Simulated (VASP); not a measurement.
Here is a VASP 6.6.1 calculation.

The input INCAR:

```
ALGO     = Normal         # electronic algorithm
EDIFF    = 1E-6           # SCF threshold, eV
ENCUT    = 520            # plane-wave cutoff, eV
GGA      = PS             # functional
ISIF     = 2              # what is computed and relaxed
ISMEAR   = 0              # smearing method
LASPH    = True           # aspherical terms in the spheres
LCHARG   = False          # write CHGCAR
LREAL    = False          # projectors in reciprocal space
LWAVE    = False          # write WAVECAR
NBANDS   = 11             # bands
NELM     = 60             # most SCF steps
PREC     = Accurate       # precision mode
SIGMA    = 0.1            # smearing width, eV
```

Contents of KPOINTS:

```
k-points
0
Gamma
  18 18 18
```

The input POSCAR:

```
Pt
1.0
    0.0000000000      1.9590400304      1.9590400304
    1.9590400304      0.0000000000      1.9590400304
    1.9590400304      1.9590400304      0.0000000000
Pt
1
Direct
    0.0000000000      0.0000000000      0.0000000000
```

Potentials or basis: VASP PAW PBE potentials, release 64 (Pt).

Run with:

```bash
$ cat potpaw_PBE.64/Pt/POTCAR > POTCAR
$ mpirun -np 1 vasp_std > vasp.out
```

Question: Estimate the pressure.

Answer: -0.4 GPa.

Question: Estimate the band gap on the k mesh.

Answer: Zero (band 5 reaches 11.65 eV, above the bottom of band 6 at 9.41 eV).

Caveat: the PAW data sets were made with another functional, which shifts forces and pressure a little; spin-orbit coupling is left out, which moves the levels of the heavy elements.
